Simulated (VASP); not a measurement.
# Br (Fm-3m) in VASP: further runs, part 2 of 2

VASP 6.6.1.

## Step 3: Single point, PBE

This run uses another cell than the first one, of 26.77 Å³/atom.

Input file INCAR:

```
SYSTEM = Br
  PREC = Accurate
  ENCUT = 520
  EDIFF = 1E-6
  ISMEAR = -1
  SIGMA = 0.05
  LREAL = .FALSE.
  LASPH = .TRUE.
  NELM = 60
  ALGO = Normal
  ISIF = 2
  LWAVE = .FALSE.
  LCHARG = .FALSE.
  GGA = PE
  NBANDS = 10
```

Input file KPOINTS:

```
Automatic mesh
0
G
  15 15 15
  0 0 0
```

Input file POSCAR:

```
Br
1.0
    0.0000000000      2.3743740952      2.3743740952
    2.3743740952      0.0000000000      2.3743740952
    2.3743740952      2.3743740952      0.0000000000
Br
1
Direct
    0.0000000000      0.0000000000      0.0000000000
```

Potentials or basis: VASP PAW PBE potentials, release 64 (Br).

Run with:

```bash
> cat potpaw_PBE.64/Br/POTCAR > POTCAR
> mpirun -np 1 vasp_std > vasp.out
```

OUTCAR:

```text
SYSTEM = Br
   PREC = Accurate
   ENCUT = 520
   EDIFF = 1E-6
   ISMEAR = -1
   LREAL = .FALSE.
   LASPH = .TRUE.
   NELM = 60
   ISIF = 2
   GGA = PE

 ion  position               nearest neighbor table
   1  0.000  0.000  0.000-

  LATTYP: Found a face centered cubic cell.
 ALAT       =     4.7487481904

  Lattice vectors:

 A1 = (   0.0000000000,   2.3743740952,   2.3743740952)
 A2 = (   2.3743740952,   0.0000000000,   2.3743740952)
 A3 = (   2.3743740952,   2.3743740952,   0.0000000000)

Analysis of symmetry for initial positions (statically):
=====================================================================
 Subroutine PRICEL returns:
 Original cell was already a primitive cell.

 Routine SETGRP: Setting up the symmetry group for a
 face centered cubic supercell.

 Subroutine GETGRP returns: Found 48 space group operations
 (whereof 48 operations were pure point group operations)
 out of a pool of 48 trial point group operations.

The static configuration has the point symmetry O_h .

Analysis of symmetry for dynamics (positions and initial velocities):
[... 161 lines left out ...]
 fundamental gap:      0.0073770241
 Fermi energy:         1.3667345278

 k-point     1 :       0.0000    0.0000    0.0000
  band No.  band energies     occupation
      1     -13.8017      2.00000
      2       2.2121      0.00000
      3       2.2121      0.00000
      4       2.2121      0.00000
      5       9.2806      0.00000
      6      13.9148      0.00000
      7      13.9148      0.00000
      8      13.9148      0.00000
      9      18.0247      0.00000
     10      18.0418      0.00000
[... 287 lines left out ...]
 k-point    24 :       0.2000    0.1333    0.0000
  band No.  band energies     occupation
      1     -13.4042      2.00000
      2       0.4577      2.00000
      3       1.6581      0.00588
      4       1.7072      0.00221
      5      11.0523      0.00000
      6      12.0324      0.00000
      7      14.4733      0.00000
      8      15.1483      0.00000
      9      15.6933      0.00000
     10      18.5001      0.00000

 [... further k-points ...]

------------------------ aborting loop because EDIFF is reached ----------------------------------------

  FORCE on cell =-STRESS in cart. coord.  units (eV):
  Direction    XX          YY          ZZ          XY          YZ          ZX
  --------------------------------------------------------------------------------------
  -------------------------------------------------------------------------------------
  Total       -0.0637505     -0.0637505     -0.0637505      0.0000000      0.0000000      0.0000000
  in kB       -3.8151934     -3.8151934     -3.8151934      0.0000000      0.0000000      0.0000000
  external PRESSURE =      -3.8151934 kB  Pullay stress =       0.0000000 kB

 VOLUME and BASIS-vectors are now :
 -----------------------------------------------------------------------------
  energy-cutoff  :      520.00
  volume of cell :       26.77
      direct lattice vectors                 reciprocal lattice vectors
     0.000000000  2.374374095  2.374374095    -0.210581812  0.210581812  0.210581812
     2.374374095  0.000000000  2.374374095     0.210581812 -0.210581812  0.210581812
     2.374374095  2.374374095  0.000000000     0.210581812  0.210581812 -0.210581812

 POSITION                                       TOTAL-FORCE (eV/Angst)
 -----------------------------------------------------------------------------------
      0.00000      0.00000      0.00000         0.000000      0.000000      0.000000
 -----------------------------------------------------------------------------------
    total drift:                                0.000000      0.000000      0.000000

  FREE ENERGIE OF THE ION-ELECTRON SYSTEM (eV)
  ---------------------------------------------------
  free  energy   TOTEN  =        -0.9843580132 eV

  energy  without entropy=       -0.9686759489  energy(sigma->0) =       -0.97651698
```

stdout:

```text
POSCAR found type information on POSCAR Br
 POSCAR found :  1 types and       1 ions
 scaLAPACK will be used
 LDA part: xc-table for (Slater+PW92), standard interpolation
 POSCAR, INCAR and KPOINTS ok, starting setup
 FFT: planning ... GRIDC
 FFT: planning ... GRID_SOFT
 FFT: planning ... GRID
 WAVECAR not read
 entering main loop
```

It took 19 s on 1 thread of Intel Xeon Platinum 8375C at 2.90GHz (Ice Lake), shared host; peak memory 0.17 GiB.

What came out:

* Free energy: -0.9844 eV
* Pressure: -0.4 GPa
* Band gap on the k mesh: zero (an odd number of electrons rules out a gap without spin polarisation)

Levels at points of the mesh, in eV from the Fermi level:
| k point | band 1 | band 2 | band 3 | band 4 | band 5 | band 6 | band 7 | band 8 | band 9 |
| --- | --- | --- | --- | --- | --- | --- | --- | --- | --- |
| (0.00, 0.00, 0.00) | -15.17 | 0.85 | 0.85 | 0.85 | 7.91 | 12.55 | 12.55 | 12.55 | 16.66 |

Caveat: an odd number of electrons without spin polarisation forces a metal; a magnetic or distorted state may lie lower.

## Step 4: Relaxation of cell and atoms, PBE

This run uses another cell than the first one, of 26.12 Å³/atom.

Input file INCAR:

```
SYSTEM = Br
PREC = Accurate ; ENCUT = 500
EDIFF = 1E-7 ; ISMEAR = -1
SIGMA = 0.05 ; LREAL = .FALSE.
LASPH = .TRUE. ; NELM = 120
ALGO = Normal ; ISIF = 3
LWAVE = .FALSE. ; LCHARG = .FALSE.
GGA = PE ; IBRION = 2
NSW = 80 ; EDIFFG = -0.01
GGA_COMPAT = .FALSE. ; NELMIN = 4
```

KPOINTS is that of step 3.

Input file POSCAR:

```
Br
1.0
    0.0000000000      2.3550000000      2.3550000000
    2.3550000000      0.0000000000      2.3550000000
    2.3550000000      2.3550000000      0.0000000000
Br
1
Direct
    0.0000000000      0.0000000000      0.0000000000
```

Run with:

```bash
> cat potpaw_PBE.64/Br/POTCAR > POTCAR
> mpirun -np 1 vasp_std > vasp.out
```

Run time: 14 s. Hardware: 1 thread of Intel Xeon Platinum 8375C at 2.90GHz (Ice Lake), shared host; peak memory 0.15 GiB.

It converged, with:

```yaml
Free_energy: -0.9848 eV
Relaxed_volume: 26.39 Å³/atom
Relaxed_cell: a = 3.342 Å, b = 3.342 Å, c = 3.342 Å, α = 60.00°, β = 60.00°, γ = 60.00°
Space_group_after_relaxing_to_0.1_Å: Fm-3m (No. 225)
Energy_gained_by_relaxing: 0.2 meV/atom
Ionic_steps: 3
Pressure_after_relaxing: 0.0 GPa
Band_gap_on_the_k_mesh: zero (an odd number of electrons rules out a gap without spin polarisation)
```

The path:
```tsv
step	energy change (eV)	largest force (eV/Å)	pressure (GPa)	volume (Å³)
1	0.0000	0.0000	0.29	26.12
2	-0.0002	0.0000	0.09	26.30
3	-0.0002	0.0000	0.00	26.39
```

Final structure:
```yaml
crystal:
  lattice:
    - [0.00000, 2.36289, 2.36289]
    - [2.36289, 0.00000, 2.36289]
    - [2.36289, 2.36289, 0.00000]
  atoms:
    - { symbol: Br, position: [0.00000, 0.00000, 0.00000] }
```

Levels at points of the mesh, in eV from the Fermi level:
```tsv
k point	band 2	band 3	band 4	band 5	band 6	band 7
(0.00, 0.00, 0.00)	0.87	0.87	0.87	7.99	12.55	12.55
```

Caveat: an odd number of electrons without spin polarisation forces a metal; a magnetic or distorted state may lie lower.

## Step 5: Summary

| task | cell | cutoff (eV) | gap on the mesh (eV) | pressure (GPa) |
| --- | --- | --- | --- | --- |
| single point | a = 3.324 Å, angles 60.0°, 1 atom | 520 | none | 0.5 |
| single point | a = 3.358 Å, angles 60.0°, 1 atom | 520 | none | -0.4 |
| relaxation of cell and atoms | relaxed from a = 3.330 Å, angles 60.0°, 1 atom | 500 | none | 0.0 |

Alike in all rows: level PBE; potentials or basis VASP PAW PBE potentials, release 64 (Br); no spin polarisation; k mesh 15 × 15 × 15; smearing fermi-dirac 0.05 eV.

Caveats: an odd number of electrons without spin polarisation forces a metal; a magnetic or distorted state may lie lower.

Total energies depend on the potentials used, so only differences within one code and one set of settings carry meaning.
